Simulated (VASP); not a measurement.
# LaRe2B2 (Imma) in VASP: single point with PBE

Aim: the single point of LaRe2B2 with PBE.

Program: VASP 6.6.1. These are calculated values, not measurements. Logs are shortened: lines on timing, memory, paths and dates and some standing lists are left out, and cuts for length are marked.

## (1) The cell of the first run

The structure is orthorhombic, space group Imma (No. 74). The conventional cell has a = 3.811 Å, b = 3.894 Å, c = 19.341 Å, α = 90.00°, β = 90.00°, γ = 90.00°. B (site symmetry mm2) has 1 B at 2.13 Å and 5 Re at 2.33 to 2.79 Å within 2.8 Å. Within 3.1 Å of B (site symmetry mm2) lie 3 B at 2.13 to 2.32 Å and 6 La at 2.90 to 3.01 Å. Within 3.2 Å of Re (site symmetry mm2) lie 2 B at 2.33 Å and 8 Re at 2.40 to 2.72 Å and 2 La at 3.15 Å. Within 3.2 Å of Re (site symmetry mm2) lie 3 B at 2.35 to 2.79 Å and 8 Re at 2.40 to 2.72 Å and 2 La at 3.11 Å. La (site symmetry mm2) has 10 B at 2.90 to 3.01 Å and 5 Re at 3.11 to 3.91 Å and 6 La at 3.80 to 3.89 Å within 4.0 Å.

## (2) Single point, PBE

Contents of POSCAR:

```
LaRe2B2
1.0
    0.0000000000      3.8107630000      0.0000000000
    3.8940890000      0.0000000000      0.0000000000
    1.9470450000      1.9053820000     -9.6704140000
B Re La
4 4 2
Direct
    0.6060000000      0.3560000000      0.2880000000
    0.3940000000      0.6440000000      0.7120000000
    0.7160000000      0.4660000000      0.0680000000
    0.2840000000      0.5340000000      0.9320000000
    0.9629000000      0.7129000000      0.5742000000
    0.0371000000      0.2871000000      0.4258000000
    0.4619000000      0.2119000000      0.5762000000
    0.5381000000      0.7881000000      0.4238000000
    0.1650000000      0.9150000000      0.1700000000
    0.8350000000      0.0850000000      0.8300000000
```

Contents of INCAR.step1:

```
PREC = Accurate ; ENCUT = 520
EDIFF = 1E-6 ; ISMEAR = -1
SIGMA = 0.1 ; LREAL = F
LASPH = T ; NELM = 80
ALGO = Normal ; ISIF = 2
LWAVE = F ; LCHARG = T
LMAXMIX = 6 ; GGA = PE
NBANDS = 42
```

Contents of KPOINTS.step1:

```
Automatic mesh
0
Gamma
  6 6 6
```

Contents of INCAR.step2:

```
PREC = Accurate ; ENCUT = 520
EDIFF = 1E-6 ; ISMEAR = -5
SIGMA = 0.1 ; LREAL = F
LASPH = T ; NELM = 80
ALGO = Normal ; ISIF = 2
LWAVE = F ; LCHARG = F
LMAXMIX = 6 ; GGA = PE
LORBIT = 11 ; NEDOS = 1001
ICHARG = 11
```

Contents of KPOINTS.step2:

```
Automatic mesh
0
Gamma
  9 9 9
```

Potentials or basis: VASP PAW PBE potentials, release 64 (B, Re, La).

Launch:

```sh
$ cat potpaw_PBE.64/B/POTCAR potpaw_PBE.64/Re/POTCAR potpaw_PBE.64/La/POTCAR > POTCAR
$ cp INCAR.step1 INCAR
$ cp KPOINTS.step1 KPOINTS
$ mpirun -np 1 vasp_std > vasp.out
$ cp INCAR.step2 INCAR
$ cp KPOINTS.step2 KPOINTS
$ mpirun -np 1 vasp_std > vasp.out
```

OUTCAR:

```text
PREC = Accurate
   ENCUT = 520
   EDIFF = 1E-6
   ISMEAR = -5
   LREAL = F
   LASPH = T
   NELM = 80
   ISIF = 2
   GGA = PE
   LORBIT = 11
   ICHARG = 11

 ion  position               nearest neighbor table
   1  0.606  0.356  0.288-   3 2.13   6 2.33   6 2.33   8 2.35   8 2.35   7 2.79
   2  0.394  0.644  0.712-   4 2.13   5 2.33   5 2.33   7 2.35   7 2.35   8 2.79
   3  0.716  0.466  0.068-   1 2.13   9 2.90   9 2.90   9 2.90   9 2.90
   4  0.284  0.534  0.932-   2 2.13  10 2.90  10 2.90  10 2.90  10 2.90
   5  0.963  0.713  0.574-   2 2.33   2 2.33   8 2.40   8 2.40   6 2.42   6 2.42   7 2.72   7 2.72
                             7 2.72   7 2.72  10 3.15  10 3.15
   6  0.037  0.287  0.426-   1 2.33   1 2.33   7 2.40   7 2.40   5 2.42   5 2.42   8 2.72   8 2.72
                             8 2.72   8 2.72   9 3.15   9 3.15
   7  0.462  0.212  0.576-   2 2.35   2 2.35   6 2.40   6 2.40   8 2.44   8 2.44   5 2.72   5 2.72
                             5 2.72   5 2.72   1 2.79  10 3.11  10 3.11
   8  0.538  0.788  0.424-   1 2.35   1 2.35   5 2.40   5 2.40   7 2.44   7 2.44   6 2.72   6 2.72
                             6 2.72   6 2.72   2 2.79   9 3.11   9 3.11
   9  0.165  0.915  0.170-   3 2.90   3 2.90   3 2.90   3 2.90   8 3.11   8 3.11   6 3.15   6 3.15

  10  0.835  0.085  0.830-   4 2.90   4 2.90   4 2.90   4 2.90   7 3.11   7 3.11   5 3.15   5 3.15

  LATTYP: Found a body centered orthorhombic cell.
 ALAT       =     3.8107630000
 B/A-ratio  =     1.0218659623
 C/A-ratio  =     5.0753164130

  Lattice vectors:

 A1 = (   1.9470440000,   1.9053810000,   9.6704140000)
 A2 = (  -1.9470450000,  -1.9053820000,   9.6704140000)
 A3 = (   1.9470450000,  -1.9053810000,  -9.6704140000)

Analysis of symmetry for initial positions (statically):
=====================================================================
 Subroutine PRICEL returns:
 Original cell was already a primitive cell.

 Routine SETGRP: Setting up the symmetry group for a
 body centered orthorhombic supercell.

 Subroutine GETGRP returns: Found  8 space group operations
 (whereof  4 operations were pure point group operations)
 out of a pool of  8 trial point group operations.

The static configuration has the point symmetry C_2h.
 The point group associated with its full space group is D_2h.

Analysis of symmetry for dynamics (positions and initial velocities):
=====================================================================
 Subroutine PRICEL returns:
 Original cell was already a primitive cell.

 Routine SETGRP: Setting up the symmetry group for a
 body centered orthorhombic supercell.

 Subroutine GETGRP returns: Found  8 space group operations
 (whereof  4 operations were pure point group operations)
 out of a pool of  8 trial point group operations.

The dynamic configuration has the point symmetry C_2h.
 The point group associated with its full space group is D_2h.

 Subroutine INISYM returns: Found  8 space group operations
 (whereof  4 operations are pure point group operations),
 and found     1 'primitive' translations

----------------------------------------------------------------------------------------

                                     Primitive cell

  volume of cell :     143.5036

  direct lattice vectors                    reciprocal lattice vectors
     0.000000000  3.810763000  0.000000000     0.000000000  0.262414640  0.051704108
     3.894089000  0.000000000  0.000000000     0.256799472  0.000000000  0.051704108
     1.947045000  1.905382000 -9.670414000     0.000000000  0.000000000 -0.103408189

  length of vectors
     3.810763000  3.894089000 10.046809032     0.267459825  0.261952827  0.103408189

  position of ions in fractional coordinates (direct lattice)
     0.606000000  0.356000000  0.288000000
     0.394000000  0.644000000  0.712000000
     0.716000000  0.466000000  0.068000000
     0.284000000  0.534000000  0.932000000
     0.962900000  0.712900000  0.574200000
     0.037100000  0.287100000  0.425800000
     0.461900000  0.211900000  0.576200000
     0.538100000  0.788100000  0.423800000
     0.165000000  0.915000000  0.170000000
     0.835000000  0.085000000  0.830000000
[... 36 lines left out ...]

 Subroutine IBZKPT returns following result:
 ===========================================

 Found    125 irreducible k-points:

 Following reciprocal coordinates:
            Coordinates               Weight
  0.000000  0.000000  0.000000      1.000000
  0.111111  0.000000  0.000000      4.000000
  0.222222  0.000000  0.000000      4.000000
  0.333333  0.000000  0.000000      4.000000
  0.444444  0.000000  0.000000      4.000000
  0.000000  0.111111  0.000000      4.000000
[... 16 lines left out ...]
 -0.111111  0.222222  0.000000      8.000000
  0.000000  0.333333  0.000000      4.000000
 [... further k-points ...]
   k-points           NKPTS =    125   k-points in BZ     NKDIM =    125   number of bands    NBANDS=     37
   number of dos      NEDOS =   1001   number of ions     NIONS =     10
   total plane-waves  NPLWV =  67200
   dimension x,y,z NGX =    28 NGY =   30 NGZ =   80
   dimension x,y,z NGXF=    56 NGYF=   60 NGZF=  160
   ions per type =               4   4   2
   NGX,Y,Z   is equivalent  to a cutoff of  12.22, 12.81, 13.24 a.u.
   NGXF,Y,Z  is equivalent  to a cutoff of  24.43, 25.62, 26.48 a.u.
 SYSTEM =  unknown system
   PREC   = accura    normal or accurate (medium, high low for compatibility)
   ISTART =      0    job   : 0-new  1-cont  2-samecut
   ICHARG =     11    charge: 1-file 2-atom 10-const
   ISPIN  =      1    spin polarized calculation?
   LNONCOLLINEAR =      F non collinear calculations
   LSORBIT =      F    spin-orbit coupling
   LASPH  =      T    aspherical Exc in radial PAW
   ENCUT  =  520.0 eV  38.22 Ry    6.18 a.u.   7.09  7.24 18.68*2*pi/ulx,y,z
   NELM   =     80;   NELMIN=  2; NELMDL=  0     # of ELM steps
   EDIFF  = 0.1E-05   stopping-criterion for ELM
   LREAL  =      F    real-space projection
   EDIFFG = 0.1E-04   stopping-criterion for IOM
   NSW    =      0    number of steps for IOM
   IBRION =     -1    ionic relax: 0-MD 1-quasi-New 2-CG
   NFREE  =      0    steps in history (QN), initial steepest desc. (CG)
   ISIF   =      2    stress and relaxation
   ISYM   =      2    0-nonsym 1-usesym 2-fastsym
   POTIM  = 0.5000    time-step for ionic-motion
   TEBEG  =    0.0;   TEEND  =   0.0 temperature during run
   PSTRESS=    0.0 pullay stress
   NELECT =      62.0000    total number of electrons
   NUPDOWN=      -1.0000    fix difference up-down
   EMIN   =  10.00;   EMAX   =-10.00  energy-range for DOS
   EFERMI =   0.00;   METHOD = LEGACY
   ISMEAR =    -5;   SIGMA  =   0.10  broadening in eV -4-tet -1-fermi 0-gaus
   EFERMI_NEDOS =   21; number of points for ismear=-14 and -15
   IALGO  =     38    algorithm
   IMIX   =      4    mixing-type and parameters
     AMIX     =   0.40;   BMIX     =  1.00
     AMIX_MAG =   1.60;   BMIX_MAG =  1.00
  volume/ion in A,a.u.               =      14.35        96.84
  Fermi-wavevector in a.u.,A,eV,Ry     =   1.237612  2.338747 20.839811  1.531683
  Thomas-Fermi vector in A             =   2.372172
   LORBIT       =     11    0 simple, 1 ext, 2 COOP (PROOUT), +10 PAW based schemes
   GGA     = PE    functional components
   LHFCALC =     F    Hartree Fock is set to
   AEXX    =    0.0000 exact exchange contribution
   IVDW    =     0    specifies the selected vdW correction
   LEPSILON=     F    determine dielectric tensor
   LRPA    =     F    only Hartree local field effects (RPA)
 non-spin polarized calculation
 Fermi weights with tetrahedron method with Bloechl corrections
  energy-cutoff  :      520.00
  volume of cell :      143.50
 maximum number of plane-waves:      3892

 number of electron      61.9999998 magnetization

 Free energy of the ion-electron system (eV)
  ---------------------------------------------------
  ext. energy  EPLUGINS =         0.00000000
  ---------------------------------------------------
  free energy    TOTEN  =       -82.43271238 eV

  energy without entropy =      -82.43271238  energy(sigma->0) =      -82.43271238

 E-fermi :   8.3884     XC(G=0): -12.1634

 val. band max:        8.5047501294   @ k =   0.0000   0.0000   0.2222
 cond. band min:       8.3704516114   @ k =   0.3333   0.3333   0.0000
 fundamental gap:     -0.1342985180
 Fermi energy:         8.3884011537

 k-point     1 :       0.0000    0.0000    0.0000
  band No.  band energies     occupation
      1     -22.8913      2.00000
      2     -22.8274      2.00000
      3      -7.3567      2.00000
      4      -6.7195      2.00000
      5      -6.5630      2.00000
      6      -6.5035      2.00000
[... 949 lines left out ...]
     36      10.6903      0.00000
     37      10.8533      0.00000

 [... further k-points ...]

------------------------ aborting loop because EDIFF is reached ----------------------------------------

  FORCE on cell =-STRESS in cart. coord.  units (eV):
  Direction    XX          YY          ZZ          XY          YZ          ZX
  --------------------------------------------------------------------------------------
  -------------------------------------------------------------------------------------
  Total       32.6181947     30.7527168     17.5319895      0.0000000     -0.0000009     -0.0000009
  in kB      364.1728987    343.3453672    195.7396937      0.0000000     -0.0000101     -0.0000101
  external PRESSURE =     301.0859865 kB  Pullay stress =       0.0000000 kB

 VOLUME and BASIS-vectors are now :
 -----------------------------------------------------------------------------
  energy-cutoff  :      520.00
  volume of cell :      143.50
      direct lattice vectors                 reciprocal lattice vectors
     0.000000000  3.810763000  0.000000000     0.000000000  0.262414640  0.051704108
     3.894089000  0.000000000  0.000000000     0.256799472  0.000000000  0.051704108
     1.947045000  1.905382000 -9.670414000     0.000000000  0.000000000 -0.103408189

 POSITION                                       TOTAL-FORCE (eV/Angst)
 -----------------------------------------------------------------------------------
      1.94704      2.85807     -2.78508        -0.000000     -0.000000      1.669942
      3.89409      2.85807     -6.88533         0.000000      0.000000     -1.669942
      1.94704      2.85807     -0.65759        -0.000000     -0.000000      1.213178
      3.89409      2.85807     -9.01283         0.000000      0.000000     -1.213178
      3.89409      4.76345     -5.55275         0.000000      0.000000     -4.792843
      1.94704      0.95269     -4.11766        -0.000000     -0.000000      4.792843
      1.94704      2.85807     -5.57209         0.000000      0.000000     -6.158306
      3.89409      2.85807     -4.09832        -0.000000     -0.000000      6.158306
      3.89409      0.95269     -1.64397        -0.000000     -0.000000      1.475417
      1.94704      4.76345     -8.02644         0.000000      0.000000     -1.475417
 -----------------------------------------------------------------------------------
    total drift:                                0.000000     -0.000000     -0.000000

  FREE ENERGIE OF THE ION-ELECTRON SYSTEM (eV)
  ---------------------------------------------------
  free  energy   TOTEN  =       -82.4327123798 eV

  energy  without entropy=      -82.4327123798  energy(sigma->0) =      -82.43271238

 total charge

# of ion       s       p       d       f       tot
--------------------------------------------------
    1        0.680   1.035   0.000   0.000   1.715
    2        0.680   1.035   0.000   0.000   1.715
    3        0.684   0.879   0.000   0.000   1.563
    4        0.684   0.879   0.000   0.000   1.563
    5        0.718   0.821   5.312   0.000   6.851
    6        0.718   0.821   5.312   0.000   6.851
    7        0.712   0.765   5.335   0.000   6.813
    8        0.712   0.765   5.335   0.000   6.813
    9        2.034   5.650   0.865   0.164   8.713
   10        2.034   5.650   0.865   0.164   8.713
--------------------------------------------------
tot          9.658  18.300  23.024   0.328  51.310
```

Run time: 53 min. Hardware: 1 thread of Intel Xeon 8259CL, shared host; peak memory 0.73 GiB.

Results:

```
Valence electrons inside the program's atomic spheres : B 1.72, 1.56 (each value once); Re 6.85, 6.81 (each value once); La 8.71
```

Caveat: spin-orbit coupling is left out, which moves the levels of the heavy elements.
